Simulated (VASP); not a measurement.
# In3Se (P4/mmm) in VASP: notebook

Runs on In3Se. Level: PBE+D3(BJ). Tasks: single point.

Everything below comes from runs of VASP 6.6.1. Logs are shortened: lines on timing, memory, paths and dates and some standing lists are left out, and cuts for length are marked.

**1. The cell of the first run**

It takes space group P4/mmm (No. 123, tetragonal). The conventional cell has a = 5.277 Å, b = 5.277 Å, c = 3.731 Å, α = 90.00°, β = 90.00°, γ = 90.00°. Within 4.3 Å of In (site symmetry mmm) lie 10 In at 3.23 to 3.73 Å and 4 Se at 3.23 Å. Within 4.3 Å of In (site symmetry 4/mmm) lie 10 In at 3.23 to 3.73 Å and 4 Se at 3.73 Å. Se (site symmetry 4/mmm) has 12 In at 3.23 to 3.73 Å and 2 Se at 3.73 Å within 4.3 Å.

**2. Single point, PBE+D3(BJ)**

INCAR reads:

```
ALGO = Normal
EDIFF = 1E-6
ENCUT = 520
GGA = PE
ISIF = 2
ISMEAR = 0
IVDW = 12
LASPH = T
LCHARG = F
LREAL = F
LWAVE = F
NBANDS = 30
NELM = 100
PREC = Accurate
SIGMA = 0.15
```

KPOINTS reads:

```
k-points
0
Gamma
  12 12 12
```

POSCAR reads:

```
In3Se
1.0
    5.2768439744      0.0000000000      0.0000000000
    0.0000000000      5.2768439744      0.0000000000
    0.0000000000      0.0000000000      3.7307286899
In Se
3 1
Direct
    0.0000000000      0.5000000000      0.5000000000
    0.5000000000      0.0000000000      0.5000000000
    0.5000000000      0.5000000000      0.0000000000
    0.0000000000      0.0000000000      0.0000000000
```

Potentials or basis: VASP PAW PBE potentials, release 64 (In_d, Se).

On the command line:

```console
> cat potpaw_PBE.64/In_d/POTCAR potpaw_PBE.64/Se/POTCAR > POTCAR
> mpirun -np 1 vasp_std > vasp.out
```

OUTCAR:

```text
EDIFF = 1E-6
   ENCUT = 520
   GGA = PE
   ISIF = 2
   ISMEAR = 0
   IVDW = 12
   LASPH = T
   LREAL = F
   NELM = 100
   PREC = Accurate
 IVDW          = 12

 ion  position               nearest neighbor table
   1  0.000  0.500  0.500-   3 3.23   4 3.23   3 3.23   4 3.23   4 3.23   4 3.23   3 3.23   3 3.23
                             2 3.73   2 3.73   2 3.73   2 3.73
   2  0.500  0.000  0.500-   3 3.23   4 3.23   3 3.23   4 3.23   3 3.23   3 3.23   4 3.23   4 3.23
                             1 3.73   1 3.73   1 3.73   1 3.73
   3  0.500  0.500  0.000-   1 3.23   2 3.23   1 3.23   2 3.23   2 3.23   2 3.23   1 3.23   1 3.23

   4  0.000  0.000  0.000-   1 3.23   2 3.23   1 3.23   2 3.23   1 3.23   1 3.23   2 3.23   2 3.23

  LATTYP: Found a simple tetragonal cell.
 ALAT       =     5.2768439744
 C/A-ratio  =     0.7070000000

  Lattice vectors:

 A1 = (   5.2768439744,   0.0000000000,   0.0000000000)
 A2 = (   0.0000000000,   5.2768439744,   0.0000000000)
 A3 = (   0.0000000000,   0.0000000000,   3.7307286899)

Analysis of symmetry for initial positions (statically):
=====================================================================
 Subroutine PRICEL returns:
 Original cell was already a primitive cell.

 Routine SETGRP: Setting up the symmetry group for a
 simple tetragonal supercell.

 Subroutine GETGRP returns: Found 16 space group operations
 (whereof 16 operations were pure point group operations)
 out of a pool of 16 trial point group operations.

The static configuration has the point symmetry D_4h.

Analysis of symmetry for dynamics (positions and initial velocities):
=====================================================================
 Subroutine PRICEL returns:
 Original cell was already a primitive cell.

 Routine SETGRP: Setting up the symmetry group for a
 simple tetragonal supercell.

 Subroutine GETGRP returns: Found 16 space group operations
 (whereof 16 operations were pure point group operations)
 out of a pool of 16 trial point group operations.

The dynamic configuration has the point symmetry D_4h.

 Subroutine INISYM returns: Found 16 space group operations
 (whereof 16 operations are pure point group operations),
 and found     1 'primitive' translations

----------------------------------------------------------------------------------------

                                     Primitive cell

  volume of cell :     103.8824

  direct lattice vectors                    reciprocal lattice vectors
     5.276843974  0.000000000  0.000000000     0.189507214  0.000000000  0.000000000
     0.000000000  5.276843974  0.000000000     0.000000000  0.189507214  0.000000000
     0.000000000  0.000000000  3.730728690     0.000000000  0.000000000  0.268044150

  length of vectors
     5.276843974  5.276843974  3.730728690     0.189507214  0.189507214  0.268044150

  position of ions in fractional coordinates (direct lattice)
     0.000000000  0.500000000  0.500000000
     0.500000000  0.000000000  0.500000000
     0.500000000  0.500000000  0.000000000
     0.000000000  0.000000000  0.000000000

  ion indices of the primitive-cell ions
   primitive index   ion index
                 1           1
                 2           2
                 3           3
                 4           4

----------------------------------------------------------------------------------------

 KPOINTS: k-points

Automatic generation of k-mesh.
 Grid dimensions read from file:
 generate k-points for:   12   12   12

 Generating k-lattice:

  Cartesian coordinates                     Fractional coordinates (reciprocal lattice)
     0.015792268  0.000000000  0.000000000     0.083333333  0.000000000  0.000000000
     0.000000000  0.015792268  0.000000000     0.000000000  0.083333333  0.000000000
     0.000000000  0.000000000  0.022337012     0.000000000  0.000000000  0.083333333

  Length of vectors
     0.015792268  0.015792268  0.022337012

  Shift w.r.t. Gamma in fractional coordinates (k-lattice)
     0.000000000  0.000000000  0.000000000

 Subroutine IBZKPT returns following result:
 ===========================================

 Found    196 irreducible k-points:

 Following reciprocal coordinates:
            Coordinates               Weight
  0.000000  0.000000  0.000000      1.000000
  0.083333  0.000000  0.000000      4.000000
  0.166667  0.000000  0.000000      4.000000
  0.250000  0.000000  0.000000      4.000000
  0.333333  0.000000  0.000000      4.000000
  0.416667  0.000000  0.000000      4.000000
[... 16 lines left out ...]
  0.333333  0.333333  0.000000      4.000000
  0.416667  0.333333  0.000000      8.000000
 [... further k-points ...]
   k-points           NKPTS =    196   k-points in BZ     NKDIM =    196   number of bands    NBANDS=     30
   number of dos      NEDOS =    301   number of ions     NIONS =      4
   total plane-waves  NPLWV =  44800
   dimension x,y,z NGX =    40 NGY =   40 NGZ =   28
   dimension x,y,z NGXF=    80 NGYF=   80 NGZF=   56
   ions per type =               3   1
   NGX,Y,Z   is equivalent  to a cutoff of  12.60, 12.60, 12.48 a.u.
   NGXF,Y,Z  is equivalent  to a cutoff of  25.20, 25.20, 24.95 a.u.
 SYSTEM =  unknown system
   PREC   = accura    normal or accurate (medium, high low for compatibility)
   ISTART =      0    job   : 0-new  1-cont  2-samecut
   ICHARG =      2    charge: 1-file 2-atom 10-const
   ISPIN  =      1    spin polarized calculation?
   LNONCOLLINEAR =      F non collinear calculations
   LSORBIT =      F    spin-orbit coupling
   LASPH  =      T    aspherical Exc in radial PAW
   ENCUT  =  520.0 eV  38.22 Ry    6.18 a.u.   9.81  9.81  6.94*2*pi/ulx,y,z
   NELM   =    100;   NELMIN=  2; NELMDL= -5     # of ELM steps
   EDIFF  = 0.1E-05   stopping-criterion for ELM
   LREAL  =      F    real-space projection
   EDIFFG = 0.1E-04   stopping-criterion for IOM
   NSW    =      0    number of steps for IOM
   IBRION =     -1    ionic relax: 0-MD 1-quasi-New 2-CG
   NFREE  =      0    steps in history (QN), initial steepest desc. (CG)
   ISIF   =      2    stress and relaxation
   ISYM   =      2    0-nonsym 1-usesym 2-fastsym
   POTIM  = 0.5000    time-step for ionic-motion
   TEBEG  =    0.0;   TEEND  =   0.0 temperature during run
   PSTRESS=    0.0 pullay stress
   NELECT =      45.0000    total number of electrons
   NUPDOWN=      -1.0000    fix difference up-down
   EMIN   =  10.00;   EMAX   =-10.00  energy-range for DOS
   EFERMI =   0.00;   METHOD = LEGACY
   ISMEAR =     0;   SIGMA  =   0.15  broadening in eV -4-tet -1-fermi 0-gaus
   EFERMI_NEDOS =   21; number of points for ismear=-14 and -15
   IALGO  =     38    algorithm
   IMIX   =      4    mixing-type and parameters
     AMIX     =   0.40;   BMIX     =  1.00
     AMIX_MAG =   1.60;   BMIX_MAG =  1.00
  volume/ion in A,a.u.               =      25.97       175.26
  Fermi-wavevector in a.u.,A,eV,Ry     =   1.238697  2.340797 20.876361  1.534369
  Thomas-Fermi vector in A             =   2.373211
   LORBIT       =      0    0 simple, 1 ext, 2 COOP (PROOUT), +10 PAW based schemes
   GGA     = PE    functional components
   LHFCALC =     F    Hartree Fock is set to
   AEXX    =    0.0000 exact exchange contribution
   IVDW    =    12    specifies the selected vdW correction
   LEPSILON=     F    determine dielectric tensor
   LRPA    =     F    only Hartree local field effects (RPA)
 non-spin polarized calculation
 Gauss-broadening in eV      SIGMA  =   0.15
  energy-cutoff  :      520.00
  volume of cell :      103.88
 maximum number of plane-waves:      2828
 NGX is ok and might be reduce to    40

 number of electron      45.0000041 magnetization

 Free energy of the ion-electron system (eV)
  ---------------------------------------------------
  ext. energy  EPLUGINS =         0.00000000
  ---------------------------------------------------
  free energy    TOTEN  =       -11.56945242 eV

  energy without entropy =      -11.55313899  energy(sigma->0) =      -11.56129571

 E-fermi :   6.3747     XC(G=0): -10.0520

 val. band max:        6.3719546555   @ k =   0.4167   0.3333   0.0833
 cond. band min:       6.3746868403   @ k =   0.5000   0.0833   0.5000
 fundamental gap:      0.0027321849
 Fermi energy:         6.3746832691

 k-point     1 :       0.0000    0.0000    0.0000
  band No.  band energies     occupation
      1      -8.3387      2.00000
      2      -8.3195      2.00000
      3      -8.3195      2.00000
      4      -8.2908      2.00000
      5      -8.2477      2.00000
      6      -8.0968      2.00000
[... 22 lines left out ...]
     29      12.3900      0.00000
     30      12.7758      0.00000

 k-point     2 :       0.0833    0.0000    0.0000
  band No.  band energies     occupation
      1      -8.3345      2.00000
      2      -8.3192      2.00000
      3      -8.3120      2.00000
      4      -8.2881      2.00000
      5      -8.2446      2.00000
      6      -8.0939      2.00000
[... 22 lines left out ...]
     29      12.5467      0.00000
     30      12.6765      0.00000

 k-point     3 :       0.1667    0.0000    0.0000
  band No.  band energies     occupation
      1      -8.3227      2.00000
      2      -8.3184      2.00000
      3      -8.2899      2.00000
      4      -8.2807      2.00000
      5      -8.2359      2.00000
      6      -8.0853      2.00000
[... 22 lines left out ...]
     29      12.4731      0.00000
     30      13.0008      0.00000

 k-point     4 :       0.2500    0.0000    0.0000
  band No.  band energies     occupation
      1      -8.3172      2.00000
      2      -8.3054      2.00000
      3      -8.2705      2.00000
      4      -8.2551      2.00000
      5      -8.2229      2.00000
      6      -8.0717      2.00000
[... 22 lines left out ...]
     29      12.6214      0.00000
     30      13.6941      0.00000

 k-point     5 :       0.3333    0.0000    0.0000
  band No.  band energies     occupation
      1      -8.3161      2.00000
      2      -8.2863      2.00000
      3      -8.2598      2.00000
      4      -8.2113      2.00000
      5      -8.2083      2.00000
      6      -8.0547      2.00000
[... 22 lines left out ...]
     29      12.7489      0.00000
     30      13.2155      0.00000
[... 526 lines left out ...]
     29      12.0652      0.00000
     30      13.0663      0.00000

 k-point    22 :       0.5000    0.2500    0.0000
  band No.  band energies     occupation
      1      -8.2503      2.00000
      2      -8.2352      2.00000
      3      -8.2163      2.00000
      4      -8.1787      2.00000
      5      -8.1390      2.00000
      6      -8.0636      2.00000
[... 22 lines left out ...]
     29      11.6278      0.00000
     30      12.8823      0.00000

 k-point    23 :       0.3333    0.3333    0.0000
  band No.  band energies     occupation
      1      -8.2387      2.00000
      2      -8.2157      2.00000
      3      -8.2118      2.00000
      4      -8.2026      2.00000
      5      -8.1805      2.00000
      6      -8.0536      2.00000
[... 22 lines left out ...]
     29      12.5205      0.00000
     30      12.9135      0.00000

 k-point    24 :       0.4167    0.3333    0.0000
  band No.  band energies     occupation
      1      -8.2230      2.00000
      2      -8.2066      2.00000
      3      -8.2028      2.00000
      4      -8.1727      2.00000
      5      -8.1610      2.00000
      6      -8.0644      2.00000
[... 22 lines left out ...]
     29      12.2393      0.00000
     30      12.4568      0.00000

 [... further k-points ...]

------------------------ aborting loop because EDIFF is reached ----------------------------------------

 Edisp (eV)   -1.36128

 E8    (eV) :    -0.6505

  FORCE on cell =-STRESS in cart. coord.  units (eV):
  Direction    XX          YY          ZZ          XY          YZ          ZX
  --------------------------------------------------------------------------------------
  -------------------------------------------------------------------------------------
  Total      -1.34436    -1.34436     0.08344     0.00000     0.00000     0.00000
  in kB     -20.73412   -20.73412     1.28685     0.00000     0.00000     0.00000
  external pressure =      -13.39 kB  Pullay stress =        0.00 kB

 VOLUME and BASIS-vectors are now :
 -----------------------------------------------------------------------------
  energy-cutoff  :      520.00
  volume of cell :      103.88
      direct lattice vectors                 reciprocal lattice vectors
     5.276843974  0.000000000  0.000000000     0.189507214  0.000000000  0.000000000
     0.000000000  5.276843974  0.000000000     0.000000000  0.189507214  0.000000000
     0.000000000  0.000000000  3.730728690     0.000000000  0.000000000  0.268044150

 POSITION                                       TOTAL-FORCE (eV/Angst)
 -----------------------------------------------------------------------------------
      0.00000      2.63842      1.86536         0.000000      0.000000      0.000000
      2.63842      0.00000      1.86536         0.000000      0.000000      0.000000
      2.63842      2.63842      0.00000         0.000000      0.000000      0.000000
      0.00000      0.00000      0.00000         0.000000      0.000000      0.000000
 -----------------------------------------------------------------------------------
    total drift:                               -0.000000      0.000000     -0.000000

  FREE ENERGIE OF THE ION-ELECTRON SYSTEM (eV)
  ---------------------------------------------------
  free  energy   TOTEN  =       -12.9307363614 eV

  energy  without entropy=      -12.9144229302  energy(sigma->0) =      -12.92257965
```

It took 3.9 min on 1 thread of Intel Xeon 6975P-C (Granite Rapids), shared host; peak memory 0.58 GiB.

What came out:

```
Free energy                : -12.9307 eV
Pressure                   : -1.3 GPa
Band gap on the k mesh     : zero (an odd number of electrons rules out a gap without spin polarisation)
Dispersion energy per atom : -0.340 eV
```

Levels at points of the mesh, in eV from the Fermi level:
```tsv
k point	band 20	band 21	band 22	band 23	band 24	band 25
(0.00, 0.00, 0.00)	-3.74	-1.01	-0.47	0.05	0.05	3.35
(0.50, 0.00, 0.00)	-2.93	-1.48	-0.68	0.63	2.50	3.06
(0.50, 0.50, 0.00)	-0.44	0.32	0.32	1.05	4.58	4.70
(0.00, 0.00, 0.50)	-2.11	-1.93	-1.60	0.25	0.30	0.30
(0.50, 0.00, 0.50)	-1.84	-1.43	-1.29	-1.00	0.46	1.66
(0.50, 0.50, 0.50)	-3.83	-3.72	-3.72	-3.07	1.92	1.92
```

Caveat: spin-orbit coupling is left out, which moves the levels of the heavy elements.

**3. Single point, PBE+D3(BJ)**

This run uses another cell than the first one, of the same volume but with other edges.

INCAR reads:

```
SYSTEM = In3Se
PREC = Accurate
ENCUT = 520
EDIFF = 1E-6
ISMEAR = 0
SIGMA = 0.15
LREAL = .FALSE.
LASPH = .TRUE.
NELM = 80
ALGO = Normal
ISIF = 2
LWAVE = .FALSE.
LCHARG = .TRUE.
GGA = PE
IVDW = 12
LELF = .TRUE.
LVHAR = .TRUE.
NBANDS = 30
```

KPOINTS reads:

```
Automatic mesh
0
G
  12 12 12
  0 0 0
```

POSCAR reads:

```
In3Se
1.0
    4.1882338380      0.0000000000      0.0000000000
    0.0000000000      4.1882338380      0.0000000000
    0.0000000000      0.0000000000      5.9221626469
In Se
3 1
Direct
    0.0000000000      0.5000000000      0.5000000000
    0.5000000000      0.0000000000      0.5000000000
    0.5000000000      0.5000000000      0.0000000000
    0.0000000000      0.0000000000      0.0000000000
```

Potentials or basis: VASP PAW PBE potentials, release 64 (In_d, Se).

On the command line:

```console
> cat potpaw_PBE.64/In_d/POTCAR potpaw_PBE.64/Se/POTCAR > POTCAR
> mpirun -np 1 vasp_std > vasp.out
```

Wall time 4.9 min (1 thread of Intel Xeon 6975P-C (Granite Rapids), shared host); peak memory 0.6 GiB.

Results (log left out):

```
Free energy                : -12.7154 eV
Pressure                   : 0.7 GPa
Band gap on the k mesh     : zero (an odd number of electrons rules out a gap without spin polarisation)
Dispersion energy per atom : -0.341 eV
```

Stress tensor (GPa, compression positive):
```
 2.04  0.00  0.00
 0.00  2.04  0.00
 0.00  0.00 -2.03
```

Levels at points of the mesh, in eV from the Fermi level:
| k point | band 19 | band 20 | band 21 | band 22 | band 23 | band 24 | band 25 | band 26 | band 27 | band 28 |
| --- | --- | --- | --- | --- | --- | --- | --- | --- | --- | --- |
| (0.00, 0.00, 0.00) | -3.04 | -2.84 | -2.84 | 0.27 | 0.81 | 0.81 | 1.14 | 4.81 | 5.33 | 5.78 |
| (0.50, 0.00, 0.00) | -4.16 | -2.98 | -1.73 | -1.14 | 1.10 | 1.62 | 1.85 | 3.50 | 3.75 | 4.93 |
| (0.50, 0.50, 0.00) | -4.89 | -2.52 | -2.52 | -2.40 | -2.22 | -1.17 | 1.13 | 1.13 | 1.33 | 7.23 |
| (0.00, 0.00, 0.50) | -2.62 | -2.62 | -1.62 | 0.26 | 0.26 | 0.52 | 1.08 | 2.63 | 2.98 | 6.20 |
| (0.50, 0.00, 0.50) | -6.19 | -1.64 | -1.05 | 0.10 | 1.10 | 2.83 | 2.95 | 3.09 | 3.15 | 3.22 |
| (0.50, 0.50, 0.50) | -4.05 | -4.02 | -4.02 | -3.93 | -3.31 | 0.23 | 3.23 | 3.23 | 4.55 | 6.11 |

Caveat: spin-orbit coupling is left out, which moves the levels of the heavy elements.
